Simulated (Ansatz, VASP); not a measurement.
**Ta in VASP and in Ansatz**

```
Ta
1.0
     2.86117    0.00000    0.00000
    -1.43059    2.47785    0.00000
     0.00000    0.00000    5.09645
Ta
2
Direct
  0.33333 0.66667 0.25000
  0.66667 0.33333 0.75000
```

Change from the starting cell: volume scaled by 0.96.

Alike in both runs: task single point; functional PBEsol; k mesh 11 × 11 × 5; occupations fermi-dirac, width 0.05 eV; no spin polarisation.

|  | VASP | Ansatz |
| --- | --- | --- |
| version | VASP 6.6.1 | Ansatz 0.2.0 |
| potentials or method | VASP PAW PBE potentials, release 64 (Ta_pv), cutoff 520 eV | all-electron LAPW, scalar-relativistic |

VASP gave:

* gap on the k mesh at the Fermi level (eV): none
* pressure (GPa): 0.5
* traceless stress, the component that is largest in VASP (GPa): 0.72

Question: Which values does Ansatz return?

Answer: gap on the k mesh at the Fermi level (eV): none; pressure (GPa): 0.3; traceless stress, the component that is largest in VASP (GPa): 0.78.

VASP's potentials were made for PBE, not for PBEsol. A gap of «none» marks a metal or a gap that the smearing closes. Ansatz ran all-electron here, and VASP with PAW potentials.

Spin-orbit coupling is off throughout.
